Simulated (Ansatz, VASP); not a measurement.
# C in VASP and in Ansatz

Contents of INCAR:

```
SYSTEM = C
PREC = Accurate
ENCUT = 520
EDIFF = 1E-7
ISMEAR = 0
SIGMA = 0.05
LREAL = .False.
LASPH = .True.
NELM = 60
ALGO = Normal
ISIF = 2
LWAVE = .False.
LCHARG = .False.
NBANDS = 26
```

File KPOINTS:

```
Automatic mesh
0
Gamma
  12 12 4
  0 0 0
```

POSCAR

```
C
1.0
    2.4314921993      0.0000000000      0.0000000000
   -1.2157460996      2.1057340137      0.0000000000
    0.0000000000      0.0000000000      8.5978723127
C
8
Direct
    0.0000000000      0.0000000000      0.0973191510
    0.0000000000      0.0000000000      0.5973191510
    0.0000000000      0.0000000000      0.4026808490
    0.0000000000      0.0000000000      0.9026808490
    0.3333333333      0.6666666667      0.1521368824
    0.6666666667      0.3333333333      0.6521368824
    0.3333333333      0.6666666667      0.3478631176
    0.6666666667      0.3333333333      0.8478631176
```

Input for Ansatz:

```yaml
crystal:
  lattice:
    - [2.4314921993, 0.0, 0.0]
    - [-1.2157460996, 2.1057340137, 0.0]
    - [0.0, 0.0, 8.5978723127]
  atoms:
    - { symbol: C, position: [0.0, 0.0, 0.097319151] }
    - { symbol: C, position: [0.0, 0.0, 0.597319151] }
    - { symbol: C, position: [0.0, 0.0, 0.402680849] }
    - { symbol: C, position: [0.0, 0.0, 0.902680849] }
    - { symbol: C, position: [0.3333333333, 0.6666666667, 0.1521368824] }
    - { symbol: C, position: [0.6666666667, 0.3333333333, 0.6521368824] }
    - { symbol: C, position: [0.3333333333, 0.6666666667, 0.3478631176] }
    - { symbol: C, position: [0.6666666667, 0.3333333333, 0.8478631176] }
basis:
  ecutwfc: 520.0
kpoints:
  mp_grid: { grid: [12, 12, 4] }
hamiltonian:
  xc: lda
  pseudopotentials: { kind: paw, azcp: { folder: soft_1 } }
scf:
  occupations: { method: gaussian, width: 0.05 }
output:
  forces: true
  stress: true
  eigenvalues: true
```

Change from the starting cell: mode 21 frozen in at +0.036 Å, strain +e along z and -e/2 along x and y +0.0467.

Alike in both runs: task single point; functional LDA; k mesh 12 × 12 × 4; occupations gaussian, width 0.05 eV; no spin polarisation.

```csv
,VASP,Ansatz
version,VASP 6.6.1,Ansatz 0.2.0
potentials or method,"VASP PAW LDA potentials, release 64 (C), cutoff 520 eV","scalar-relativistic, plane waves, PAW"
valence electrons in the cell,32,32
```

```tsv
	VASP	Ansatz	Ansatz less VASP
gap on the k mesh at the Fermi level (eV)	1.88	1.88	-0.004
least direct gap on the mesh (eV)	1.88	1.88	-0.004
pressure (GPa)	10.9	9.2	-1.74
traceless stress, the component that is largest in VASP (GPa)	-51.63	-51.08	+0.551
rms of the force components (eV/Å)	1.046	1.027	-0.0193
```

Ansatz warns that its potentials were made for another functional, while VASP's fit it. LDA's correlation is that of Perdew and Zunger in VASP and of Perdew and Wang (1992) in Ansatz. Atom by atom the forces differ by 0.019 eV/Å (rms over components).
